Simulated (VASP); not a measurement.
A run of VASP 6.6.1:

INCAR

```
SYSTEM = Co
PREC     = Accurate       ! precision mode
ENCUT    = 520            ! plane-wave cutoff, eV
EDIFF    = 1E-6           ! SCF threshold, eV
ISMEAR   = 0              ! smearing method
SIGMA    = 0.15           ! smearing width, eV
LREAL    = .False.        ! projectors in reciprocal space
LASPH    = .True.         ! aspherical terms in the spheres
NELM     = 150            ! most SCF steps
ALGO     = Fast           ! electronic algorithm
ISIF     = 2              ! what is computed and relaxed
LWAVE    = .False.        ! write WAVECAR
LCHARG   = .False.        ! write CHGCAR
ISPIN    = 2              ! spin polarisation
MAGMOM   = 1.79 1.79      ! initial moments
LORBIT   = 11             ! projections on sites
LMAXMIX  = 4              ! l up to which the mixer works
GGA      = PS             ! functional
NBANDS   = 20             ! bands
```

The input KPOINTS:

```
regular mesh
0
Gamma
  21 21 12
  0 0 0
```

File POSCAR:

```
Co
1.0
    2.4064000000      0.0000000000      0.0000000000
   -1.2032000000      2.0840035317      0.0000000000
    0.0000000000      0.0000000000      4.2847000000
Co
2
Direct
    0.3333333333      0.6666666667      0.2500000000
    0.6666666667      0.3333333333      0.7500000000
```

Potentials or basis: VASP PAW PBE potentials, release 64 (Co).

The run is started by

```sh
$ cat potpaw_PBE.64/Co/POTCAR > POTCAR
$ mpirun -np 1 vasp_std > vasp.out
```

Hardware: 1 thread of Oxide Virtual Turin-like Processor (shared host).

Task: Estimate the wall time of this run.

Result: It took 4 min on 1 thread of Oxide Virtual Turin-like Processor, on a shared host, peak memory 0.26 GiB. Counts: scf iterations 15, k points 336.
